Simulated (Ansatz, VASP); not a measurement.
# Y in VASP and in Ansatz

```xyz
1
Lattice="0.0000 2.2986 2.4850 2.6714 0.0000 2.4850 2.6714 2.2986 0.0000" Properties=species:S:1:pos:R:3 pbc="T T T"
Y     0.0000    0.0000    0.0000
```

Change from the starting cell: strain +0.0750 x Voigt [1, -1, 0, 0, 0, 0], atoms carried along.

Alike in both runs: task single point; functional PBEsol; k mesh 16 × 16 × 16; occupations gaussian, width 0.15 eV; no spin polarisation.

|  | VASP | Ansatz |
| --- | --- | --- |
| version | VASP 6.6.1 | Ansatz 0.2.0 |
| potentials or method | VASP PAW PBE potentials, release 64 (Y_sv), cutoff 520 eV | scalar-relativistic, plane waves, PAW |
| valence electrons in the cell | 11 | 11 |

|  | VASP | Ansatz | Ansatz less VASP |
| --- | --- | --- | --- |
| gap on the k mesh at the Fermi level (eV) | none | none | - |
| pressure (GPa) | 0.3 | 0.4 | +0.14 |
| traceless stress, the component that is largest in VASP (GPa) | -2.37 | -2.35 | +0.024 |

VASP's potentials were made for PBE, not for PBEsol. A gap of «none» marks a metal or a gap that the smearing closes. The functional is the same, so the differences come from potentials, cutoffs and numerics.
